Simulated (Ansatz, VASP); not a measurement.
TiAl2: VASP beside Ansatz

```xyz
6
Lattice="1.9485 -6.0263 0.0000 1.9486 6.0264 0.0000 0.0000 0.0000 3.9770" Properties=species:S:1:pos:R:3 pbc="T T T"
Ti    1.9367   -1.8156   -0.0522
Ti    1.9367    1.9534   -0.0521
Al   -0.0118    0.0689   -0.0521
Al    1.9367   -3.8750    1.9364
Al    1.9368    4.0128    1.9364
Al    1.9367    0.0689    1.9364
```

Alike in both runs: functional PBEsol; k mesh 6 × 6 × 6; occupations gaussian, width 0.1 eV; no spin polarisation.

Ansatz relaxed the structure, and its values are those at the end. VASP's run is a single point on that final structure, the one shown.

|  | VASP | Ansatz |
| --- | --- | --- |
| version | VASP 6.6.1 | Ansatz 0.2.0 |
| potentials or method | VASP PAW PBE potentials, release 64 (Ti_sv, Al), cutoff 520 eV | scalar-relativistic, plane waves, PAW |
| valence electrons in the cell | 36 | 36 |

```tsv
	VASP	Ansatz	Ansatz less VASP
gap on the k mesh at the Fermi level (eV)	none	none	-
pressure (GPa)	0.1	0.0	-0.10
rms of the force components (eV/Å)	0.003	0.002	-0.0015
```

VASP's potentials were made for PBE, not for PBEsol. A gap of «none» marks a metal or a gap that the smearing closes. With one functional, cell and mesh, what is left measures potentials, basis and numerics.
